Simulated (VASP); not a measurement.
# Nb5N (P6/mmm) in VASP: further runs, part 2 of 2

VASP 6.6.1. Earlier steps stand in the parts before.

## Step 3: Single point, PBE

This run uses another cell than the first one, of 16.82 Å³/atom.

INCAR

```
SYSTEM = Nb5N
PREC = Accurate
ENCUT = 520
EDIFF = 1E-6
ISMEAR = 0
SIGMA = 0.1
LREAL = .FALSE.
LASPH = .TRUE.
NELM = 80
ALGO = Normal
ISIF = 2
LWAVE = .FALSE.
LCHARG = .TRUE.
GGA = PE
LELF = .TRUE.
LVHAR = .TRUE.
NBANDS = 44
```

KPOINTS

```
Automatic mesh
0
G
  6 6 4
  0 0 0
```

POSCAR

```
Nb5N
1.0
    5.2351857700      0.0000000000      0.0000000000
   -2.6175928900      4.5338038700      0.0000000000
    0.0000000000      0.0000000000      4.2531202700
Nb N
5 1
Direct
    0.3333333300      0.6666666700      0.0000000000
    0.6666666700      0.3333333300      0.0000000000
    0.5000000000      0.0000000000      0.5000000000
    0.5000000000      0.5000000000      0.5000000000
    0.0000000000      0.5000000000      0.5000000000
    0.0000000000      0.0000000000      0.0000000000
```

Potentials or basis: VASP PAW PBE potentials, release 64 (Nb_sv, N).

Run with:

```
$ cat potpaw_PBE.64/Nb_sv/POTCAR potpaw_PBE.64/N/POTCAR > POTCAR
$ mpirun -np 1 vasp_std > vasp.out
```

OUTCAR:

```text
SYSTEM = Nb5N
   PREC = Accurate
   ENCUT = 520
   EDIFF = 1E-6
   ISMEAR = 0
   LREAL = .FALSE.
   LASPH = .TRUE.
   NELM = 80
   ISIF = 2
   GGA = PE

 ion  position               nearest neighbor table
   1  0.333  0.667  0.000-   5 2.61   5 2.61   3 2.61   3 2.61   4 2.61   4 2.61   2 3.02   2 3.02
                             2 3.02
   2  0.667  0.333  0.000-   5 2.61   5 2.61   3 2.61   3 2.61   4 2.61   4 2.61   1 3.02   1 3.02
                             1 3.02
   3  0.500  0.000  0.500-   1 2.61   2 2.61   1 2.61   2 2.61   5 2.62   5 2.62   4 2.62   4 2.62

[... 1195 lines left out ...]
  Total       11.9120612     11.9120612     21.9736777     -0.0000000      0.0000000      0.0000000
  in kB      189.0579784    189.0579784    348.7472915     -0.0000002      0.0000000      0.0000000
  external PRESSURE =     242.2877494 kB  Pullay stress =       0.0000000 kB

 VOLUME and BASIS-vectors are now :
 -----------------------------------------------------------------------------
  energy-cutoff  :      520.00
  volume of cell :      100.95
      direct lattice vectors                 reciprocal lattice vectors
     5.235185770  0.000000000  0.000000000     0.191015189  0.110282671  0.000000000
    -2.617592890  4.533803870  0.000000000     0.000000000  0.220565342  0.000000000
     0.000000000  0.000000000  4.253120270     0.000000000  0.000000000  0.235121496

 POSITION                                       TOTAL-FORCE (eV/Angst)
 -----------------------------------------------------------------------------------
     -0.00000      3.02254      0.00000         0.000000     -0.000000      0.000000
      2.61759      1.51127      0.00000        -0.000000      0.000000      0.000000
      2.61759      0.00000      2.12656         0.000000      0.000000      0.000000
      1.30880      2.26690      2.12656         0.000000      0.000000      0.000000
     -1.30880      2.26690      2.12656         0.000000      0.000000      0.000000
      0.00000      0.00000      0.00000         0.000000      0.000000      0.000000
 -----------------------------------------------------------------------------------
    total drift:                               -0.000000     -0.000000     -0.000000

  FREE ENERGIE OF THE ION-ELECTRON SYSTEM (eV)
  ---------------------------------------------------
  free  energy   TOTEN  =       -48.9059479352 eV

  energy  without entropy=      -48.8581161936  energy(sigma->0) =      -48.88203206
```

Wall time 1.7 min (1 thread of Intel Xeon Platinum 8488C (Sapphire Rapids), shared host); peak memory 0.25 GiB.

What came out:

```
Free energy            : -48.9059 eV
Pressure               : 24.2 GPa
Band gap on the k mesh : zero (bands 35 and 36 overlap by 1.23 eV)
```

Stress tensor (GPa, compression positive):
```
18.91  0.00  0.00
 0.00 18.91  0.00
 0.00  0.00 34.87
```

Caveat: the k points lie up to 0.37 Å⁻¹ apart, too coarse for converged energies and pressures of a metal.

## Step 4: Relaxation of cell and atoms, PBE

This run uses another cell than the first one, of 16.82 Å³/atom.

INCAR

```
SYSTEM = Nb5N
PREC = Accurate ; ENCUT = 600
EDIFF = 1E-6 ; ISMEAR = 0
SIGMA = 0.1 ; LREAL = .FALSE.
LASPH = .TRUE. ; NELM = 80
ALGO = Normal ; ISIF = 3
LWAVE = .FALSE. ; LCHARG = .FALSE.
GGA = PE ; IBRION = 2
NSW = 90 ; EDIFFG = -0.04
```

KPOINTS

```
regular mesh
0
G
  6 6 4
  0 0 0
```

POSCAR is that of step 3.

Run with:

```
$ cat potpaw_PBE.64/Nb_sv/POTCAR potpaw_PBE.64/N/POTCAR > POTCAR
$ mpirun -np 1 vasp_std > vasp.out
```

Run time: 27 min. Hardware: 1 thread of Intel Xeon Platinum 8488C (Sapphire Rapids), shared host; peak memory 0.29 GiB.

It converged, with:

| Property | Result |
| --- | --- |
| Free energy | -50.4296 eV |
| Relaxed volume | 19.03 Å³/atom |
| Relaxed cell | a = 5.050 Å, b = 5.050 Å, c = 5.169 Å, α = 90.00°, β = 90.00°, γ = 120.00° |
| Space group after relaxing (to 0.1 Å) | P6/mmm (No. 191) |
| Energy gained by relaxing | 253.4 meV/atom |
| Ionic steps | 15 |
| Pressure after relaxing | 0.1 GPa |
| Band gap on the k mesh | zero (bands 35 and 36 overlap by 0.88 eV) |

Stress tensor (GPa, compression positive):
```
0.18 0.00 0.00
0.00 0.18 0.00
0.00 0.00 0.07
```

Step by step:
```tsv
step	energy change (eV)	largest force (eV/Å)	pressure (GPa)	volume (Å³)
1	0.0000	0.0000	24.23	100.95
2	0.2434	0.0000	-16.43	142.63
3	-1.2487	0.0000	-1.42	118.76
4	-1.2508	0.0000	-0.80	118.11
5	-1.2508	0.0000	-0.43	117.75
6	-1.3016	0.0000	-0.18	116.92
7	-1.4034	0.0000	1.24	114.20
8	-1.3203	0.0000	8.25	107.77
9	-1.4430	0.0000	2.24	112.74
10	-1.4600	0.0000	4.68	110.34
11	-1.4785	0.0000	4.00	110.85
12	-1.4869	0.0000	2.74	111.87
13	-1.4889	0.0000	3.07	111.58
14	-1.5024	0.0000	2.28	112.23
15	-1.5203	0.0000	0.14	114.15
```

Final structure:
```cif
data_structure
_symmetry_space_group_name_H-M 'P 1'
_symmetry_Int_Tables_number 1
_cell_length_a 5.0498
_cell_length_b 5.0498
_cell_length_c 5.1689
_cell_angle_alpha 90.000
_cell_angle_beta 90.000
_cell_angle_gamma 120.000
_cell_volume 114.15
loop_
_atom_site_label
_atom_site_type_symbol
_atom_site_fract_x
_atom_site_fract_y
_atom_site_fract_z
_atom_site_occupancy
Nb1 Nb 0.33333 0.66667 0.00000 1
Nb2 Nb 0.66667 0.33333 0.00000 1
Nb3 Nb 0.50000 0.00000 0.50000 1
Nb4 Nb 0.50000 0.50000 0.50000 1
Nb5 Nb 0.00000 0.50000 0.50000 1
N1 N 0.00000 0.00000 0.00000 1
```

Levels at points of the mesh, in eV from the Fermi level:
| k point | band 31 | band 32 | band 33 | band 34 | band 35 | band 36 | band 37 | band 38 | band 39 | band 40 |
| --- | --- | --- | --- | --- | --- | --- | --- | --- | --- | --- |
| (0.00, 0.00, 0.00) | -1.74 | -1.66 | -0.66 | -0.66 | -0.42 | -0.42 | -0.09 | 0.38 | 2.97 | 3.01 |
| (0.50, 0.00, 0.00) | -0.93 | -0.61 | -0.51 | -0.46 | 0.15 | 0.31 | 0.68 | 0.74 | 0.78 | 1.35 |
| (0.00, 0.00, 0.50) | -1.58 | -1.23 | -0.32 | -0.05 | -0.05 | 0.31 | 0.31 | 0.47 | 1.24 | 1.24 |
| (0.50, 0.00, 0.50) | -1.17 | -0.91 | -0.44 | -0.07 | 0.46 | 0.51 | 0.96 | 1.07 | 1.12 | 1.19 |

Caveat: the k points lie up to 0.30 Å⁻¹ apart in the final cell, too coarse for converged energies and pressures of a metal; a cell axis changed by over 15 % at a fixed basis, so the end point is rough.

## Step 5: Overview

```tsv
task	cell	cutoff (eV)	gap on the mesh (eV)	pressure (GPa)
single point	a = 5.049, b = 5.049, c = 5.188 Å, angles 90.0, 90.0, 120.0°, 6 atoms	520	none	-0.2
single point	a = 5.235, b = 5.235, c = 4.253 Å, angles 90.0, 90.0, 120.0°, 6 atoms	520	none	24.2
relaxation of cell and atoms	relaxed from a = 5.235, b = 5.235, c = 4.253 Å, angles 90.0, 90.0, 120.0°, 6 atoms	600	none	0.1
```

Alike in all rows: level PBE; potentials or basis VASP PAW PBE potentials, release 64 (Nb_sv, N); no spin polarisation; k mesh 6 × 6 × 4; smearing gaussian 0.1 eV.

Caveats: some runs use coarse meshes; a cell axis changed by over 15 % at a fixed basis, so the end point is rough (at least some runs).

Absolute energies hang on the potentials; compare differences alone.
